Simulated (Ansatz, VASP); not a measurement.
# Two plane-wave programs on Ti

```
Ti
1.0
    -1.70664    1.70664    1.50972
     1.70664   -1.70664    1.50972
     1.70664    1.70664   -1.50972
Ti
1
Direct
  0.00000 0.00000 0.00000
```

Change from the starting cell: strain +0.040 along x and y, -0.080 along z, atoms carried along.

Alike in both runs: task single point; functional PBEsol; k mesh 20 × 20 × 20; occupations gaussian, width 0.15 eV; no spin polarisation.

|  | VASP | Ansatz |
| --- | --- | --- |
| version | VASP 6.6.1 | Ansatz 0.2.0 |
| potentials or method | VASP PAW PBE potentials, release 64 (Ti_sv), cutoff 520 eV | scalar-relativistic, plane waves, PAW |
| valence electrons in the cell | 12 | 12 |

|  | VASP | Ansatz | Ansatz less VASP |
| --- | --- | --- | --- |
| gap on the k mesh at the Fermi level (eV) | none | none | - |
| pressure (GPa) | -6.8 | -6.2 | +0.62 |
| traceless stress, the component that is largest in VASP (GPa) | -0.82 | -0.79 | +0.029 |

VASP's potentials were made for PBE, not for PBEsol. A gap of «none» marks a metal or a gap that the smearing closes.
